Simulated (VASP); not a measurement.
**Al2Tl (C15 type): electric field gradients with r2SCAN**

Al2Tl (C15 type):

```
Tl Al
1.0
     0.00000    4.01986    4.01986
     4.01986    0.00000    4.01986
     4.01986    4.01986    0.00000
Tl Al
2 4
Direct
  0.12500 0.12500 0.12500
  0.87500 0.87500 0.87500
  0.50000 0.50000 0.50000
  0.50000 0.50000 0.00000
  0.50000 0.00000 0.50000
  0.00000 0.50000 0.50000
```

```json
{
 "Program": "VASP 6.6.1",
 "Task": "electric field gradients",
 "Functional": "r2SCAN",
 "Potentials or basis": "VASP PAW PBE potentials, release 64 (Tl_d, Al)",
 "Cutoff": "520 eV",
 "k mesh": "7 × 7 × 7",
 "Occupations": "fermi-dirac, width 0.05 eV",
 "Spin": "no spin polarisation",
 "Dipole correction": "no",
 "Further INCAR settings": "ALGO = Normal; EDIFF = 1e-08; NBANDS = 28"
}
```

- Pressure: -0.1 GPa
- Band gap on the k mesh: zero (bands 19 and 20 overlap by 3.75 eV)
- Largest electric field gradient by atom: Tl +0.0; Al -14.9 V/Å²

Levels at points of the mesh, in eV from the Fermi level:
```csv
k point,band 15,band 16,band 17,band 18,band 19,band 20,band 21,band 22,band 23,band 24
"(0.00, 0.00, 0.00)",-2.49,-2.49,-2.49,-2.30,-2.30,-2.30,0.19,0.19,0.19,0.53
```

Electric field gradients, principal values (V/Å²):
```csv
atom,least,middle,greatest (by size)
1 Tl,-0.001,-0.001,0.002
2 Tl,-0.001,-0.001,0.002
3 Al,7.454,7.454,-14.908
4 Al,7.454,7.454,-14.908
5 Al,7.454,7.454,-14.908
6 Al,7.454,7.454,-14.908
```

Run time: 12 min on 1 thread of Oxide Virtual Turin-like Processor, on a shared host, peak memory 0.28 GiB.

Caveat: without QUAD_EFG the Cq values of the log hold for a quadrupole moment of 1 mb, not for the nuclei; the PAW data sets were made with another functional, which shifts forces and pressure a little; spin-orbit coupling is left out, which moves the levels of the heavy elements.
